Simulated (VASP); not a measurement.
Sn3Te: single point with LDA

Sn3Te:

```
Te Sn
1.0
    -2.31614    2.31614    5.55303
     2.31614   -2.31614    5.55303
     2.31614    2.31614   -5.55303
Te Sn
1 3
Direct
  0.00000 0.00000 0.00000
  0.50000 0.50000 0.00000
  0.25000 0.75000 0.50000
  0.75000 0.25000 0.50000
```

```
Program             : VASP 6.6.1
Task                : single point
Functional          : LDA
Potentials or basis : VASP PAW LDA potentials, release 64 (Te, Sn_d)
Cutoff              : 520 eV
k mesh              : 8 × 8 × 8
Occupations         : fermi-dirac, width 0.05 eV
Spin                : no spin polarisation
```

```json
{"Pressure": "-4.8 GPa", "Band gap on the k mesh": "zero (bands 24 and 25 overlap by 0.84 eV)"}
```

Stress tensor (GPa, compression positive):
```
-4.99  0.00  0.00
 0.00 -4.99  0.00
 0.00  0.00 -4.56
```

Levels at points of the mesh, in eV from the Fermi level:
```csv
k point,band 22,band 23,band 24,band 25,band 26,band 27
"(0.00, 0.00, 0.00)",-2.98,-1.56,-1.56,-0.29,0.46,2.58
"(0.50, 0.00, 0.00)",-1.86,-0.87,-0.60,0.67,0.99,1.05
"(0.50, 0.50, 0.00)",-3.16,-2.40,-1.49,-0.44,2.46,2.56
"(0.50, 0.50, 0.50)",-1.06,-0.16,-0.16,0.46,1.48,1.94
```

It took 7.8 min on 1 thread of Intel(R) Xeon(R) Platinum 8259CL CPU @ 2.50GHz (Skylake/Cascade Lake), with other jobs on the host, peak memory 0.38 GiB.

Caveat: the cell stands under tension; spin-orbit coupling is left out, which moves the levels of the heavy elements.
